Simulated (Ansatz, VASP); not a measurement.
## Two plane-wave programs on B4PdRu2

File POSCAR:

```
B4PdRu2
1.0
    2.8940849810      0.0000000000      0.0000000000
   -1.4470424905      2.5063511142      0.0000000000
    0.0000000000      0.0000000000      9.6098148195
B Ru Pd
4 2 1
Direct
    0.3333333333      0.6666666667      0.5423294079
    0.6666666667      0.3333333333      0.6106118679
    0.6666666667      0.3333333333      0.1531910176
    0.3333333333      0.6666666667      0.2331241321
    0.6666666667      0.3333333333      0.3833447863
    0.3333333333      0.6666666667      0.0150945250
    0.0000000000      0.0000000000      0.7653042633
```

INCAR.step1

```
SYSTEM = B4PdRu2
PREC = Accurate
ENCUT = 520
ISMEAR = 0
SIGMA = 0.1
LREAL = .False.
LASPH = .True.
NELM = 80
NBANDS = 34
GGA = PE
ALGO = Normal
EDIFF = 1E-4
LWAVE = .True.
LCHARG = .False.
```

The input INCAR.step2:

```
SYSTEM = B4PdRu2
PREC = Accurate
ENCUT = 520
EDIFF = 1E-6
ISMEAR = 0
SIGMA = 0.1
LREAL = .False.
LASPH = .True.
NELM = 80
ALGO = Normal
ISIF = 2
LWAVE = .False.
LCHARG = .False.
METAGGA = R2SCAN
LMIXTAU = .True.
NBANDS = 34
ISTART = 1
```

The input KPOINTS:

```
regular mesh
0
Gamma
  12 12 4
  0 0 0
```

Input for Ansatz:

```yaml
crystal:
  lattice:
    - [2.894084981, 0.0, 0.0]
    - [-1.4470424905, 2.5063511142, 0.0]
    - [0.0, 0.0, 9.6098148195]
  atoms:
    - { symbol: B, position: [0.3333333333, 0.6666666667, 0.5423294079] }
    - { symbol: B, position: [0.6666666667, 0.3333333333, 0.6106118679] }
    - { symbol: B, position: [0.6666666667, 0.3333333333, 0.1531910176] }
    - { symbol: B, position: [0.3333333333, 0.6666666667, 0.2331241321] }
    - { symbol: Ru, position: [0.6666666667, 0.3333333333, 0.3833447863] }
    - { symbol: Ru, position: [0.3333333333, 0.6666666667, 0.015094525] }
    - { symbol: Pd, position: [0.0, 0.0, 0.7653042633] }
basis:
  ecutwfc: 500
kpoints:
  mp_grid: { grid: [12, 12, 4] }
  band_path:
    path:
      - [[0.0, 0.0, 0.0], [0.5, 0.0, 0.0], [0.33333333, 0.33333333, 0.0], [0.0, 0.0, 0.0], [0.0, 0.0, 0.5], [0.5, 0.0, 0.5], [0.33333333, 0.33333333, 0.5], [0.0, 0.0, 0.5]]
      - [[0.5, 0.0, 0.5], [0.5, 0.0, 0.0]]
      - [[0.33333333, 0.33333333, 0.5], [0.33333333, 0.33333333, 0.0]]
    npoints: 14
hamiltonian:
  xc: r2scan
scf:
  occupations: { method: gaussian, width: 0.1 }
  n_extra_bands: 17
output:
  forces: true
  stress: true
  eigenvalues: true
  populations: true
  dos: { projected: true, de: 0.02, nscf_kmesh: { grid: [15, 15, 5] } }
  bader: true
  write_density: true
  write_potential: true
  elf: true
  volumetric_format: npy
```

Alike in both runs: task single point; functional r2SCAN; k mesh 12 × 12 × 4; occupations gaussian, width 0.1 eV; no spin polarisation.

```csv
,VASP,Ansatz
version,VASP 6.6.1,Ansatz 0.2.0
potentials or method,"VASP PAW PBE potentials, release 64 (B, Ru_pv, Pd), cutoff 520 eV","scalar-relativistic, plane waves, PAW"
valence electrons in the cell,50,62
```

|  | VASP | Ansatz | Ansatz less VASP |
| --- | --- | --- | --- |
| gap on the k mesh at the Fermi level (eV) | none | none | - |
| pressure (GPa) | -2.7 | -3.3 | -0.58 |
| traceless stress, the component that is largest in VASP (GPa) | -0.88 | -0.91 | -0.030 |
| rms of the force components (eV/Å) | 0.053 | 0.067 | +0.0141 |

VASP's potentials were made for PBE, not for r2SCAN. Atom by atom the forces differ by 0.015 eV/Å (rms over components). A gap of «none» marks a metal or a gap that the smearing closes. VASP's potentials hold 50 valence electrons a cell and Ansatz's 62, so a difference there can come from the potentials and not from the codes.
